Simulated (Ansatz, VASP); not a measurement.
# One calculation of Si3N4, two programs

File INCAR:

```
SYSTEM = Si3N4
PREC     = Accurate       ! precision mode
ENCUT    = 520            ! plane-wave cutoff, eV
EDIFF    = 1E-6           ! SCF threshold, eV
ISMEAR   = 0              ! smearing method
SIGMA    = 0.02           ! smearing width, eV
LREAL    = .FALSE.        ! projectors in reciprocal space
LASPH    = .TRUE.         ! aspherical terms in the spheres
NELM     = 80             ! most SCF steps
ALGO     = Normal         ! electronic algorithm
ISIF     = 2              ! what is computed and relaxed
LWAVE    = .FALSE.        ! write WAVECAR
LCHARG   = .FALSE.        ! write CHGCAR
GGA      = PS             ! functional
IBRION   = 2              ! ionic algorithm
NSW      = 50             ! ionic steps
EDIFFG   = -0.01          ! ionic threshold
```

The input KPOINTS:

```
regular mesh
0
G
  6 6 6
  0 0 0
```

File POSCAR:

```
Si3N4
1.0
   -3.0928996896      3.0928996896      3.0928996896
    3.0928996896     -3.0928996896      3.0928996896
    3.0928996896      3.0928996896     -3.0928996896
Si N
6 8
Direct
    0.2500000000      0.1250000000      0.8750000000
    0.8750000000      0.2500000000      0.1250000000
    0.7500000000      0.3750000000      0.6250000000
    0.6250000000      0.7500000000      0.3750000000
    0.1250000000      0.8750000000      0.2500000000
    0.3750000000      0.6250000000      0.7500000000
    0.5500448044      0.5500448044      0.5500448044
    0.4499551956      0.5000000000      0.0000000000
    0.5000000000      0.0000000000      0.9499551956
    0.0000000000      0.4499551956      0.5000000000
    0.9499551956      0.5000000000      0.0000000000
    0.0500448044      0.0500448044      0.0500448044
    0.0000000000      0.9499551956      0.5000000000
    0.5000000000      0.0000000000      0.4499551956
```

Input for Ansatz:

```yaml
crystal:
  lattice:
    - [-3.0928996896, 3.0928996896, 3.0928996896]
    - [3.0928996896, -3.0928996896, 3.0928996896]
    - [3.0928996896, 3.0928996896, -3.0928996896]
  atoms:
    - { symbol: Si, position: [0.25, 0.125, 0.875] }
    - { symbol: Si, position: [0.875, 0.25, 0.125] }
    - { symbol: Si, position: [0.75, 0.375, 0.625] }
    - { symbol: Si, position: [0.625, 0.75, 0.375] }
    - { symbol: Si, position: [0.125, 0.875, 0.25] }
    - { symbol: Si, position: [0.375, 0.625, 0.75] }
    - { symbol: "N", position: [0.5500448044, 0.5500448044, 0.5500448044] }
    - { symbol: "N", position: [0.4499551956, 0.5, 0.0] }
    - { symbol: "N", position: [0.5, 0.0, 0.9499551956] }
    - { symbol: "N", position: [0.0, 0.4499551956, 0.5] }
    - { symbol: "N", position: [0.9499551956, 0.5, 0.0] }
    - { symbol: "N", position: [0.0500448044, 0.0500448044, 0.0500448044] }
    - { symbol: "N", position: [0.0, 0.9499551956, 0.5] }
    - { symbol: "N", position: [0.5, 0.0, 0.4499551956] }
basis:
  ecutwfc: 420
kpoints:
  mp_grid: { grid: [6, 6, 6] }
hamiltonian:
  xc: pbesol
scf:
  occupations: { method: gaussian, width: 0.02 }
output:
  forces: true
  stress: true
  eigenvalues: true
relax:
  adjacent_minimum: "off"
  f_tol: 0.01
  max_steps: 30
```

Alike in both runs: task relaxation of the atoms; functional PBEsol; k mesh 6 × 6 × 6; occupations gaussian, width 0.02 eV; no spin polarisation.

```csv
,VASP,Ansatz
version,VASP 6.6.1,Ansatz 0.2.0
potentials or method,"VASP PAW PBE potentials, release 64 (Si, N), cutoff 520 eV","scalar-relativistic, plane waves, PAW"
valence electrons in the cell,64,64
```

```csv
,VASP,Ansatz,Ansatz less VASP
"gap on the k mesh at the Fermi level, each at its own relaxed structure (eV)",3.94,3.95,+0.013
```

VASP's potentials were made for PBE, not for PBEsol. Ansatz's warnings: stress scf threshold loose.
